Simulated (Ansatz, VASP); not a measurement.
Al: VASP beside Ansatz

```
Al
1.0
     0.00000    1.86445    2.23734
     1.86445    0.00000    2.23734
     1.86445    1.86445    0.00000
Al
1
Cartesian
  0.0000 0.0000 0.0000
```

Alike in both runs: task single point; functional PBEsol; dispersion D3(BJ); k mesh 28 × 28 × 28; occupations gaussian, width 0.15 eV; no spin polarisation.

|  | VASP | Ansatz |
| --- | --- | --- |
| version | VASP 6.6.1 | Ansatz 0.2.0 |
| potentials or method | VASP PAW PBE potentials, release 64 (Al), cutoff 520 eV | scalar-relativistic, plane waves, PAW |
| valence electrons in the cell | 3 | 3 |

Ansatz gave:

```
gap on the k mesh at the Fermi level (eV)                     : none
pressure (GPa)                                                : 3.0
traceless stress, the component that is largest in VASP (GPa) : -10.38
```

Estimate VASP's values.

gap on the k mesh at the Fermi level (eV): none; pressure (GPa): 3.1; traceless stress, the component that is largest in VASP (GPa): -10.44.

VASP's potentials were made for PBE, not for PBEsol. A gap of «none» marks a metal or a gap that the smearing closes.
